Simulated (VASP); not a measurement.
Wanted: the native input for a VASP 6.6.1 run.

```
Task                   : single point
Functional             : PBEsol
Potentials or basis    : VASP PAW PBE potentials, release 64 (Si, Ni)
Cutoff                 : 520 eV
k mesh                 : 8 × 12 × 8
Occupations            : gaussian, width 0.15 eV
Spin                   : no spin polarisation
Dipole correction      : no
Further INCAR settings : ALGO = Normal; EDIFF = 1e-06; NBANDS = 38
```

The structure of SiNi lies in POSCAR:

```
SiNi
1.0
    4.9351934525      0.0000000000      0.0000000000
    0.0000000000      3.2570383932      0.0000000000
    0.0000000000      0.0000000000      5.5278300970
Si Ni
4 4
Direct
    0.3214276689      0.7500000000      0.0865554891
    0.1785723311      0.2500000000      0.5865554891
    0.8214276689      0.7500000000      0.4134445109
    0.6785723311      0.2500000000      0.9134445109
    0.0093007299      0.2500000000      0.1873863599
    0.4906992701      0.7500000000      0.6873863599
    0.5093007299      0.2500000000      0.3126136401
    0.9906992701      0.7500000000      0.8126136401
```

This cell differs from its parent crystal: strain -0.030 along x and y, +0.000 along z.

One way to write it, as run:

INCAR

```
ALGO     = Normal         # electronic algorithm
EDIFF    = 1E-6           # SCF threshold, eV
ENCUT    = 520            # plane-wave cutoff, eV
GGA      = PS             # functional
ISIF     = 2              # what is computed and relaxed
ISMEAR   = 0              # smearing method
LASPH    = True           # aspherical terms in the spheres
LCHARG   = False          # write CHGCAR
LREAL    = False          # projectors in reciprocal space
LWAVE    = False          # write WAVECAR
NBANDS   = 38             # bands
NELM     = 80             # most SCF steps
PREC     = Accurate       # precision mode
SIGMA    = 0.15           # smearing width, eV
```

KPOINTS

```
k-points
0
Gamma
  8 12 8
```

Potentials or basis: VASP PAW PBE potentials, release 64 (Si, Ni).

Launch:

```sh
$ cat potpaw_PBE.64/Si/POTCAR potpaw_PBE.64/Ni/POTCAR > POTCAR
$ mpirun -np 1 vasp_std > vasp.out
```

It gave:

| Item | Value |
| --- | --- |
| Pressure | 14.1 GPa |
| Largest force | 0.153 eV/Å |
| Band gap on the k mesh | zero (bands 28 and 29 overlap by 2.13 eV) |

Caveat: the cell differs from its parent crystal (strain -0.030 along x and y, +0.000 along z); the cell stands under pressure; the PAW data sets were made with another functional, which shifts forces and pressure a little.

Wall time 4.9 min on 1 thread of AMD EPYC 9R45 96-Core Processor (Zen 5) (shared host), peak memory 0.49 GiB.
